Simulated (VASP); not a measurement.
# BaHCl: relaxation of shape and atoms at fixed volume with LDA

BaHCl:

```
Ba H Cl
1.0
     4.32946    0.00000    0.00000
     0.00000    4.32946    0.00000
     0.00000    0.00000    7.02586
Ba H Cl
2 2 2
Direct
  0.00000 0.50000 0.20954
  0.50000 0.00000 0.79046
  0.00000 0.00000 0.00000
  0.50000 0.50000 0.00000
  0.00000 0.50000 0.65826
  0.50000 0.00000 0.34174
```

```yaml
Program: VASP 6.6.1
Task: relaxation of shape and atoms at fixed volume
Functional: LDA
Potentials_or_basis: VASP PAW LDA potentials, release 64 (Ba_sv, H, Cl)
Cutoff: 600 eV
k_mesh: 6 × 6 × 4
Occupations: gaussian, width 0.02 eV
Spin: no spin polarisation
Dipole_correction: no
Further_INCAR_settings: ALGO = Normal; EDIFF = 1e-07; IBRION = 2; EDIFFG = -0.01; NSW = 50; ISIF = 4
```

```yaml
Energy_gained_by_relaxing: 0.1 meV/atom
Ionic_steps: 6
Pressure_after_relaxing: -0.5 GPa
Largest_force_after_relaxing: 0.006 eV/Å
Band_gap_on_the_k_mesh: 2.84 eV
```

Forces in eV/Å, atoms in the order of the input:
```
Ba   0.000  0.000  0.000
Ba   0.000  0.000  0.000
H    0.000  0.000  0.000
H    0.000  0.000  0.000
Cl   0.000  0.000 -0.006
Cl   0.000  0.000  0.006
```

Step by step:
| step | energy change (eV) | largest force (eV/Å) | pressure (GPa) | volume (Å³) |
| --- | --- | --- | --- | --- |
| 1 | 0.0000 | 0.0227 | -0.52 | 131.69 |
| 2 | -0.0001 | 0.0220 | -0.52 | 131.69 |
| 3 | -0.0004 | 0.0201 | -0.51 | 131.69 |
| 4 | -0.0006 | 0.0161 | -0.48 | 131.69 |
| 5 | -0.0006 | 0.0167 | -0.49 | 131.69 |
| 6 | -0.0007 | 0.0065 | -0.49 | 131.69 |

Final structure:
```
CELL_PARAMETERS angstrom
4.31652 0.00000 0.00000
0.00000 4.31652 0.00000
0.00000 0.00000 7.06805
ATOMIC_POSITIONS crystal
Ba 0.00000 0.50000 0.21011
Ba 0.50000 0.00000 0.78989
H 0.00000 0.00000 0.00000
H 0.50000 0.50000 0.00000
Cl 0.00000 0.50000 0.65644
Cl 0.50000 0.00000 0.34356
```

Levels at points of the mesh, in eV from the valence-band top:
```tsv
k point	band 14	band 15	band 16	band 17	band 18	band 19	band 20	band 21	band 22
(0.00, 0.00, 0.00)	-2.27	-2.02	-2.02	-0.97	-0.65	3.44	4.22	4.70	4.70
(0.50, 0.00, 0.00)	-2.72	-2.36	-2.36	-0.42	-0.42	4.53	4.53	4.90	4.90
(0.50, 0.50, 0.00)	-2.53	-2.12	-2.12	-0.45	-0.45	4.05	4.05	6.91	6.91
(0.00, 0.00, 0.50)	-2.60	-1.99	-1.99	-0.61	0.00	2.84	4.07	5.00	5.00
(0.50, 0.00, 0.50)	-2.73	-2.47	-2.47	-0.20	-0.20	4.70	4.70	5.58	5.58
(0.50, 0.50, 0.50)	-2.84	-2.10	-2.10	-0.45	-0.45	5.17	5.17	5.93	5.93
```

Run time: 6.8 min on 1 thread of Intel Xeon 8259CL (shared host), peak memory 0.28 GiB.

Caveat: spin-orbit coupling is left out, which moves the levels of the heavy elements. A k mesh can miss the band edges.
